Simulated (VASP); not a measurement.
# AlO2: single point with PBE

AlO2:

```
CELL_PARAMETERS angstrom
2.48446 0.00000 0.00000
0.00000 2.48446 0.00000
0.00000 0.00000 5.12606
ATOMIC_POSITIONS crystal
Al 0.00000 0.00000 0.00000
O 0.50000 0.50000 0.29500
O 0.50000 0.50000 0.70500
```

The cell was generated, and may not be a known phase.

```
Program             : VASP 6.6.1
Task                : single point
Functional          : PBE
Potentials or basis : VASP PAW PBE potentials, release 64 (Al, O)
Cutoff              : 520 eV
k mesh              : 8 × 8 × 4
Occupations         : gaussian, width 0.1 eV
Spin                : no spin polarisation
```

```yaml
Pressure: -12.1 GPa
Largest_force: 5.200 eV/Å
Band_gap_on_the_k_mesh: zero (an odd number of electrons rules out a gap without spin polarisation)
```

Forces on the atoms (eV/Å):
```
Al   0.000  0.000  0.000
O    0.000  0.000 -5.200
O    0.000  0.000  5.200
```

Stress tensor (GPa, compression positive):
```
 12.26   0.00   0.00
  0.00  12.26   0.00
  0.00   0.00 -60.89
```

Levels at points of the mesh, in eV from the Fermi level:
| k point | band 4 | band 5 | band 6 | band 7 | band 8 | band 9 | band 10 | band 11 |
| --- | --- | --- | --- | --- | --- | --- | --- | --- |
| (0.00, 0.00, 0.00) | -0.84 | -0.47 | -0.47 | 0.16 | 0.16 | 0.85 | 7.96 | 9.92 |
| (0.50, 0.00, 0.00) | -5.46 | -4.35 | 0.01 | 0.07 | 0.64 | 1.88 | 3.74 | 10.73 |
| (0.50, 0.50, 0.00) | -4.50 | -3.66 | -2.95 | -2.95 | 0.67 | 4.33 | 4.33 | 4.92 |
| (0.00, 0.00, 0.50) | -4.34 | -0.32 | -0.32 | -0.01 | -0.01 | 3.25 | 6.99 | 9.96 |
| (0.50, 0.00, 0.50) | -5.20 | -3.29 | -3.25 | 0.21 | 0.48 | 2.75 | 5.20 | 10.15 |
| (0.50, 0.50, 0.50) | -3.97 | -3.68 | -3.68 | -2.36 | -1.09 | 4.86 | 4.86 | 5.20 |

It took 7.2 s on 1 thread of Intel(R) Xeon(R) 6975P-C (Granite Rapids), with other jobs on the host, peak memory 0.14 GiB.

Caveat: the stress differs along the axes, from -61 to 12 GPa; an odd number of electrons without spin polarisation forces a metal; a magnetic or distorted state may lie lower.
